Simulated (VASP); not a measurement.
# WS (Pm-3m) in VASP: settings compared

WS is run at these levels: PBE, LDA, LDA+U; tasks: single point.

All numbers are computed with VASP 6.6.1; they aren't measurements. Logs are shortened: lines on timing, memory, paths and dates and some standing lists are left out, and cuts for length are marked.

### 1 The cell of the first run

The structure is cubic, space group Pm-3m (No. 221). The conventional cell has a = 2.988 Å, b = 2.988 Å, c = 2.988 Å, α = 90.00°, β = 90.00°, γ = 90.00°. Within 3.4 Å of W (site symmetry m-3m) lie 8 S at 2.59 Å and 6 W at 2.99 Å. S (site symmetry m-3m) has 8 W at 2.59 Å and 6 S at 2.99 Å within 3.4 Å.

### 2 Single point, PBE

Input file INCAR:

```
  ALGO = Normal
  EDIFF = 1E-7
  ENCUT = 520
  GGA = PE
  ISIF = 2
  ISMEAR = -1
  LASPH = True
  LCHARG = True
  LELF = True
  LREAL = False
  LVHAR = True
  LWAVE = False
  NBANDS = 17
  NELM = 80
  PREC = Accurate
  SIGMA = 0.05
```

Input file KPOINTS:

```
k-points
0
Gamma
  9 9 9
```

Input file POSCAR:

```
WS
1.0
    2.9877022105      0.0000000000      0.0000000000
    0.0000000000      2.9877022105      0.0000000000
    0.0000000000      0.0000000000      2.9877022105
W S
1 1
Direct
    0.5000000000      0.5000000000      0.5000000000
    0.0000000000      0.0000000000      0.0000000000
```

Potentials or basis: VASP PAW PBE potentials, release 64 (W_sv, S).

Command:

```sh
> cat potpaw_PBE.64/W_sv/POTCAR potpaw_PBE.64/S/POTCAR > POTCAR
> mpirun -np 1 vasp_std > vasp.out
```

OUTCAR:

```text
EDIFF = 1E-7
   ENCUT = 520
   GGA = PE
   ISIF = 2
   ISMEAR = -1
   LASPH = True
   LREAL = False
   NELM = 80
   PREC = Accurate

 ion  position               nearest neighbor table
   1  0.500  0.500  0.500-   2 2.59   2 2.59   2 2.59   2 2.59   2 2.59   2 2.59   2 2.59   2 2.59

   2  0.000  0.000  0.000-   1 2.59   1 2.59   1 2.59   1 2.59   1 2.59   1 2.59   1 2.59   1 2.59

  LATTYP: Found a simple cubic cell.
 ALAT       =     2.9877022105

  Lattice vectors:

 A1 = (   2.9877022105,   0.0000000000,   0.0000000000)
 A2 = (   0.0000000000,   2.9877022105,   0.0000000000)
 A3 = (   0.0000000000,   0.0000000000,   2.9877022105)

Analysis of symmetry for initial positions (statically):
=====================================================================
 Subroutine PRICEL returns:
 Original cell was already a primitive cell.

 Routine SETGRP: Setting up the symmetry group for a
 simple cubic supercell.

 Subroutine GETGRP returns: Found 48 space group operations
 (whereof 48 operations were pure point group operations)
 out of a pool of 48 trial point group operations.

The static configuration has the point symmetry O_h .

Analysis of symmetry for dynamics (positions and initial velocities):
=====================================================================
 Subroutine PRICEL returns:
 Original cell was already a primitive cell.

 Routine SETGRP: Setting up the symmetry group for a
 simple cubic supercell.

 Subroutine GETGRP returns: Found 48 space group operations
 (whereof 48 operations were pure point group operations)
 out of a pool of 48 trial point group operations.

The dynamic configuration has the point symmetry O_h .

 Subroutine INISYM returns: Found 48 space group operations
 (whereof 48 operations are pure point group operations),
 and found     1 'primitive' translations

----------------------------------------------------------------------------------------

                                     Primitive cell

  volume of cell :      26.6693

  direct lattice vectors                    reciprocal lattice vectors
     2.987702211  0.000000000  0.000000000     0.334705379  0.000000000  0.000000000
     0.000000000  2.987702211  0.000000000     0.000000000  0.334705379  0.000000000
     0.000000000  0.000000000  2.987702211     0.000000000  0.000000000  0.334705379

  length of vectors
     2.987702211  2.987702211  2.987702211     0.334705379  0.334705379  0.334705379

  position of ions in fractional coordinates (direct lattice)
     0.500000000  0.500000000  0.500000000
     0.000000000  0.000000000  0.000000000

  ion indices of the primitive-cell ions
   primitive index   ion index
                 1           1
                 2           2

----------------------------------------------------------------------------------------

 KPOINTS: k-points

Automatic generation of k-mesh.
 Grid dimensions read from file:
 generate k-points for:    9    9    9

 Generating k-lattice:

  Cartesian coordinates                     Fractional coordinates (reciprocal lattice)
     0.037189487  0.000000000  0.000000000     0.111111111  0.000000000  0.000000000
     0.000000000  0.037189487  0.000000000     0.000000000  0.111111111  0.000000000
     0.000000000  0.000000000  0.037189487     0.000000000  0.000000000  0.111111111

  Length of vectors
     0.037189487  0.037189487  0.037189487

  Shift w.r.t. Gamma in fractional coordinates (k-lattice)
     0.000000000  0.000000000  0.000000000

 Subroutine IBZKPT returns following result:
 ===========================================

 Found     35 irreducible k-points:

 Following reciprocal coordinates:
            Coordinates               Weight
  0.000000  0.000000  0.000000      1.000000
  0.111111  0.000000  0.000000      6.000000
  0.222222  0.000000  0.000000      6.000000
  0.333333  0.000000  0.000000      6.000000
  0.444444  0.000000  0.000000      6.000000
  0.111111  0.111111  0.000000     12.000000
[... 16 lines left out ...]
  0.333333  0.333333  0.111111     24.000000
  0.444444  0.333333  0.111111     48.000000
 [... further k-points ...]
   k-points           NKPTS =     35   k-points in BZ     NKDIM =     35   number of bands    NBANDS=     17
   number of dos      NEDOS =    301   number of ions     NIONS =      2
   total plane-waves  NPLWV =  13824
   dimension x,y,z NGX =    24 NGY =   24 NGZ =   24
   dimension x,y,z NGXF=    48 NGYF=   48 NGZF=   48
   ions per type =               1   1
   NGX,Y,Z   is equivalent  to a cutoff of  13.35, 13.35, 13.35 a.u.
   NGXF,Y,Z  is equivalent  to a cutoff of  26.71, 26.71, 26.71 a.u.
 SYSTEM =  unknown system
   PREC   = accura    normal or accurate (medium, high low for compatibility)
   ISTART =      0    job   : 0-new  1-cont  2-samecut
   ICHARG =      2    charge: 1-file 2-atom 10-const
   ISPIN  =      1    spin polarized calculation?
   LNONCOLLINEAR =      F non collinear calculations
   LSORBIT =      F    spin-orbit coupling
   LASPH  =      T    aspherical Exc in radial PAW
   ENCUT  =  520.0 eV  38.22 Ry    6.18 a.u.   5.56  5.56  5.56*2*pi/ulx,y,z
   NELM   =     80;   NELMIN=  2; NELMDL= -5     # of ELM steps
   EDIFF  = 0.1E-06   stopping-criterion for ELM
   LREAL  =      F    real-space projection
   EDIFFG = 0.1E-05   stopping-criterion for IOM
   NSW    =      0    number of steps for IOM
   IBRION =     -1    ionic relax: 0-MD 1-quasi-New 2-CG
   NFREE  =      0    steps in history (QN), initial steepest desc. (CG)
   ISIF   =      2    stress and relaxation
   ISYM   =      2    0-nonsym 1-usesym 2-fastsym
   POTIM  = 0.5000    time-step for ionic-motion
   TEBEG  =    0.0;   TEEND  =   0.0 temperature during run
   PSTRESS=    0.0 pullay stress
   NELECT =      20.0000    total number of electrons
   NUPDOWN=      -1.0000    fix difference up-down
   EMIN   =  10.00;   EMAX   =-10.00  energy-range for DOS
   EFERMI =   0.00;   METHOD = LEGACY
   ISMEAR =    -1;   SIGMA  =   0.05  broadening in eV -4-tet -1-fermi 0-gaus
   EFERMI_NEDOS =   21; number of points for ismear=-14 and -15
   IALGO  =     38    algorithm
   IMIX   =      4    mixing-type and parameters
     AMIX     =   0.40;   BMIX     =  1.00
     AMIX_MAG =   1.60;   BMIX_MAG =  1.00
  volume/ion in A,a.u.               =      13.33        89.99
  Fermi-wavevector in a.u.,A,eV,Ry     =   1.487353  2.810690 30.099085  2.212220
  Thomas-Fermi vector in A             =   2.600525
   LORBIT       =      0    0 simple, 1 ext, 2 COOP (PROOUT), +10 PAW based schemes
   GGA     = PE    functional components
[... 5 lines left out ...]
 non-spin polarized calculation
  energy-cutoff  :      520.00
  volume of cell :       26.67
 maximum number of plane-waves:       739
 NGX is ok and might be reduce to    24
   NGX = 11   NGY = 11   NGZ = 11

 number of electron      20.0000000 magnetization

 Free energy of the ion-electron system (eV)
  ---------------------------------------------------
  ext. energy  EPLUGINS =         0.00000000
  ---------------------------------------------------
  free energy    TOTEN  =       -16.60329334 eV

  energy without entropy =      -16.58992483  energy(sigma->0) =      -16.59660909

 E-fermi :  12.9449     XC(G=0): -13.3639

 val. band max:       12.9031517212   @ k =   0.4444   0.2222   0.2222
 cond. band min:      12.9639298264   @ k =   0.2222   0.2222   0.0000
 fundamental gap:      0.0607781051
 Fermi energy:        12.9448708098

 k-point     1 :       0.0000    0.0000    0.0000
  band No.  band energies     occupation
      1     -61.4520      2.00000
      2     -25.5425      2.00000
      3     -25.5425      2.00000
      4     -25.5425      2.00000
      5      -4.8285      2.00000
      6       8.2563      2.00000
[... 9 lines left out ...]
     16      22.6133      0.00000
     17      30.0766      0.00000

 k-point     2 :       0.1111    0.0000    0.0000
  band No.  band energies     occupation
      1     -61.4496      2.00000
      2     -25.5966      2.00000
      3     -25.5376      2.00000
      4     -25.5376      2.00000
      5      -4.6245      2.00000
      6       7.4746      2.00000
[... 9 lines left out ...]
     16      23.0630      0.00000
     17      27.8436      0.00000

 k-point     3 :       0.2222    0.0000    0.0000
  band No.  band energies     occupation
      1     -61.4435      2.00000
      2     -25.7315      2.00000
      3     -25.5252      2.00000
      4     -25.5252      2.00000
      5      -4.0507      2.00000
      6       5.6957      2.00000
[... 9 lines left out ...]
     16      24.3399      0.00000
     17      25.2327      0.00000

 k-point     4 :       0.3333    0.0000    0.0000
  band No.  band energies     occupation
      1     -61.4366      2.00000
      2     -25.8813      2.00000
      3     -25.5110      2.00000
      4     -25.5110      2.00000
      5      -3.2365      2.00000
      6       3.8658      2.00000
[... 9 lines left out ...]
     16      22.9671      0.00000
     17      22.9671      0.00000

 k-point     5 :       0.4444    0.0000    0.0000
  band No.  band energies     occupation
      1     -61.4321      2.00000
      2     -25.9772      2.00000
      3     -25.5017      2.00000
      4     -25.5017      2.00000
      5      -2.5113      2.00000
      6       2.5979      2.00000
[... 9 lines left out ...]
     16      21.3484      0.00000
     17      21.3484      0.00000

 k-point     6 :       0.1111    0.1111    0.0000
  band No.  band energies     occupation
      1     -61.4472      2.00000
      2     -25.5951      2.00000
      3     -25.5874      2.00000
      4     -25.5328      2.00000
      5      -4.4305      2.00000
      6       7.5598      2.00000
[... 9 lines left out ...]
     16      22.8014      0.00000
     17      26.4460      0.00000

 k-point     7 :       0.2222    0.1111    0.0000
  band No.  band energies     occupation
      1     -61.4412      2.00000
      2     -25.7253      2.00000
      3     -25.5775      2.00000
      4     -25.5204      2.00000
      5      -3.8882      2.00000
      6       5.7840      2.00000
[... 9 lines left out ...]
     16      23.9858      0.00000
     17      24.2141      0.00000

 k-point     8 :       0.3333    0.1111    0.0000
  band No.  band energies     occupation
      1     -61.4343      2.00000
      2     -25.8738      2.00000
      3     -25.5622      2.00000
      4     -25.5064      2.00000
      5      -3.1296      2.00000
      6       4.0292      2.00000
[... 9 lines left out ...]
     16      22.1055      0.00000
     17      22.9989      0.00000
[... 203 lines left out ...]
      1     -61.4275      2.00000
      2     -25.9608      2.00000
      3     -25.5499      2.00000
      4     -25.5447      2.00000
      5      -2.4224      2.00000
      6       3.0843      2.00000
[... 9 lines left out ...]
     16      21.0121      0.00000
     17      21.5377      0.00000

 k-point    20 :       0.2222    0.2222    0.1111
  band No.  band energies     occupation
      1     -61.4328      2.00000
      2     -25.7115      2.00000
      3     -25.6943      2.00000
      4     -25.5592      2.00000
      5      -3.3075      2.00000
      6       5.8564      2.00000
[... 9 lines left out ...]
     16      23.6324      0.00000
     17      23.8567      0.00000

 k-point    21 :       0.3333    0.2222    0.1111
  band No.  band energies     occupation
      1     -61.4260      2.00000
      2     -25.8479      2.00000
      3     -25.6842      2.00000
      4     -25.5445      2.00000
      5      -2.7424      2.00000
      6       4.6245      2.00000
[... 9 lines left out ...]
     16      22.5662      0.00000
     17      24.3898      0.00000

 k-point    22 :       0.4444    0.2222    0.1111
  band No.  band energies     occupation
      1     -61.4216      2.00000
      2     -25.9403      2.00000
      3     -25.6725      2.00000
      4     -25.5348      2.00000
      5      -2.2945      2.00000
      6       3.7290      2.00000
[... 9 lines left out ...]
     16      21.8358      0.00000
     17      23.0114      0.00000

 k-point    23 :       0.3333    0.3333    0.1111
  band No.  band energies     occupation
      1     -61.4193      2.00000
      2     -25.8324      2.00000
      3     -25.8196      2.00000
      4     -25.5302      2.00000
      5      -2.3958      2.00000
      6       4.8604      2.00000
[... 9 lines left out ...]
     16      23.3309      0.00000
     17      25.3632      0.00000

 k-point    24 :       0.4444    0.3333    0.1111
  band No.  band energies     occupation
      1     -61.4149      2.00000
      2     -25.9168      2.00000
      3     -25.8118      2.00000
      4     -25.5208      2.00000
      5      -2.1474      2.00000
      6       4.5901      2.00000
[... 9 lines left out ...]
     16      23.9189      0.00000
     17      24.3554      0.00000

 [... further k-points ...]
[... 5 lines left out ...]
  --------------------------------------------------------------------------------------
  -------------------------------------------------------------------------------------
  Total        0.9965037      0.9965037      0.9965037      0.0000000      0.0000000     -0.0000000
  in kB       59.8656334     59.8656334     59.8656334      0.0000000      0.0000000     -0.0000000
  external PRESSURE =      59.8656334 kB  Pullay stress =       0.0000000 kB

 VOLUME and BASIS-vectors are now :
 -----------------------------------------------------------------------------
  energy-cutoff  :      520.00
  volume of cell :       26.67
      direct lattice vectors                 reciprocal lattice vectors
     2.987702211  0.000000000  0.000000000     0.334705379  0.000000000  0.000000000
     0.000000000  2.987702211  0.000000000     0.000000000  0.334705379  0.000000000
     0.000000000  0.000000000  2.987702211     0.000000000  0.000000000  0.334705379

 POSITION                                       TOTAL-FORCE (eV/Angst)
 -----------------------------------------------------------------------------------
      1.49385      1.49385      1.49385         0.000000      0.000000      0.000000
      0.00000      0.00000      0.00000         0.000000      0.000000      0.000000
 -----------------------------------------------------------------------------------
    total drift:                                0.000000     -0.000000     -0.000000

  FREE ENERGIE OF THE ION-ELECTRON SYSTEM (eV)
  ---------------------------------------------------
  free  energy   TOTEN  =       -16.6032933425 eV

  energy  without entropy=      -16.5899248337  energy(sigma->0) =      -16.59660909
```

Wall time 7.4 s (1 thread of Intel Xeon Platinum 8488C (Sapphire Rapids), shared host); peak memory 0.14 GiB.

What came out:

| Quantity | Value |
| --- | --- |
| Free energy | -16.6033 eV |
| Pressure | 6.0 GPa |
| Band gap on the k mesh | zero (band 10 reaches 14.83 eV, above the bottom of band 11 at 12.26 eV) |

Levels at points of the mesh, in eV from the Fermi level:
| k point | band 6 | band 7 | band 8 | band 9 | band 10 | band 11 | band 12 | band 13 | band 14 | band 15 |
| --- | --- | --- | --- | --- | --- | --- | --- | --- | --- | --- |
| (0.00, 0.00, 0.00) | -4.69 | -4.69 | -2.87 | -2.87 | -2.87 | 1.22 | 1.22 | 1.22 | 2.61 | 9.67 |

Caveat: spin-orbit coupling is left out, which moves the levels of the heavy elements.

### 3 Single point, PBE

This run uses another cell than the first one, of 13.61 Å³/atom, 1.020 times its volume.

Input file INCAR:

```
ALGO = Normal
EDIFF = 1E-6
ENCUT = 520
GGA = PE
ISIF = 2
ISMEAR = -1
LASPH = T
LCHARG = F
LREAL = F
LWAVE = F
NBANDS = 17
NELM = 80
PREC = Accurate
SIGMA = 0.03
```

Input file KPOINTS:

```
k-points
0
Gamma
  5 5 5
```

Input file POSCAR:

```
WS
1.0
    3.0078900000      0.0000000000      0.0000000000
    0.0000000000      3.0078900000      0.0000000000
    0.0000000000      0.0000000000      3.0078900000
W S
1 1
Direct
    0.5000000000      0.5000000000      0.5000000000
    0.0000000000      0.0000000000      0.0000000000
```

Potentials or basis: VASP PAW PBE potentials, release 64 (W_sv, S).

Command:

```sh
> cat potpaw_PBE.64/W_sv/POTCAR potpaw_PBE.64/S/POTCAR > POTCAR
> mpirun -np 1 vasp_std > vasp.out
```

Run time: 4.6 s. Hardware: 1 thread of Intel Xeon 8259CL, shared host; peak memory 0.14 GiB.

It converged, with:

```yaml
Free_energy: -16.5184 eV
Pressure: 0.5 GPa
Band_gap_on_the_k_mesh: zero (band 10 reaches 14.31 eV, above the bottom of band 11 at 12.34 eV)
```

Levels at points of the mesh, in eV from the Fermi level:
```tsv
k point	band 7	band 8	band 9	band 10	band 11	band 12	band 13	band 14
(0.00, 0.00, 0.00)	-4.82	-3.12	-3.12	-3.12	0.92	0.92	0.92	2.11
```

Caveat: the k points lie up to 0.42 Å⁻¹ apart; spin-orbit coupling is left out, which moves the levels of the heavy elements.

### 4 Single point, LDA

This run uses another cell than the first one, of 13.61 Å³/atom, 1.020 times its volume.

Input file INCAR:

```
SYSTEM = WS
PREC = Accurate
ENCUT = 520
EDIFF = 1E-6
ISMEAR = -1
SIGMA = 0.05
LREAL = .False.
LASPH = .True.
NELM = 80
ALGO = Normal
ISIF = 2
LWAVE = .False.
LCHARG = .False.
GGA = CA
NBANDS = 17
```

Input file KPOINTS:

```
Automatic mesh
0
Gamma
  9 9 9
  0 0 0
```

POSCAR is that of step 3.

Potentials or basis: VASP PAW LDA potentials, release 64 (W_sv, S).

Command:

```sh
> cat potpaw_LDA.64/W_sv/POTCAR potpaw_LDA.64/S/POTCAR > POTCAR
> mpirun -np 1 vasp_std > vasp.out
```

Wall time 7.2 s (1 thread of Intel Xeon 6975P-C, shared host); peak memory 0.14 GiB.

The run converged. Its results:

* Free energy: -18.8013 eV
* Pressure: -10.4 GPa
* Band gap on the k mesh: zero (band 10 reaches 14.27 eV, above the bottom of band 11 at 11.80 eV)

Levels at points of the mesh, in eV from the Fermi level:
| k point | band 8 | band 9 | band 10 | band 11 | band 12 | band 13 |
| --- | --- | --- | --- | --- | --- | --- |
| (0.00, 0.00, 0.00) | -2.78 | -2.78 | -2.78 | 1.16 | 1.16 | 1.16 |

Caveat: spin-orbit coupling is left out, which moves the levels of the heavy elements.

### 5 Single point, LDA+U

This run uses another cell than the first one, of 13.61 Å³/atom, 1.020 times its volume.

Input file INCAR:

```
SYSTEM = WS
  PREC = Accurate
  ENCUT = 520
  EDIFF = 1E-7
  ISMEAR = -1
  SIGMA = 0.05
  LREAL = .FALSE.
  LASPH = .TRUE.
  NELM = 150
  ALGO = Normal
  ISIF = 2
  LWAVE = .FALSE.
  LCHARG = .FALSE.
  LMAXMIX = 4
  LDAU = .TRUE.
  LDAUTYPE = 2
  LDAUL = 2 -1
  LDAUU = 1 0
  LDAUJ = 0 0
  LDAUPRINT = 1
  GGA = CA
  NBANDS = 17
```

Input file KPOINTS:

```
Automatic mesh
0
G
  9 9 9
  0 0 0
```

POSCAR is that of step 4.

Command:

```sh
> cat potpaw_LDA.64/W_sv/POTCAR potpaw_LDA.64/S/POTCAR > POTCAR
> mpirun -np 1 vasp_std > vasp.out
```

It took 7.6 s on 1 thread of Intel Xeon 6975P-C, shared host; peak memory 0.14 GiB.

The run converged. Its results:

```yaml
Free_energy: -17.6618 eV
Pressure: -9.0 GPa
Band_gap_on_the_k_mesh: zero (band 10 reaches 14.38 eV, above the bottom of band 11 at 11.89 eV)
```

Levels at points of the mesh, in eV from the Fermi level:
| k point | band 7 | band 8 | band 9 | band 10 | band 11 | band 12 | band 13 | band 14 |
| --- | --- | --- | --- | --- | --- | --- | --- | --- |
| (0.00, 0.00, 0.00) | -4.58 | -2.83 | -2.83 | -2.83 | 1.19 | 1.19 | 1.19 | 2.31 |

Eigenvalues of the final occupation matrices:
```tsv
site	spin	trace	eigenvalues
site 1 d	1	1.77	0.33 0.33 0.33 0.40 0.40
site 1 d	2	1.77	0.33 0.33 0.33 0.40 0.40
```

Caveat: spin-orbit coupling is left out, which moves the levels of the heavy elements; U without spin polarisation on a metal has little footing.

(Part 1 of 2 ends here.)
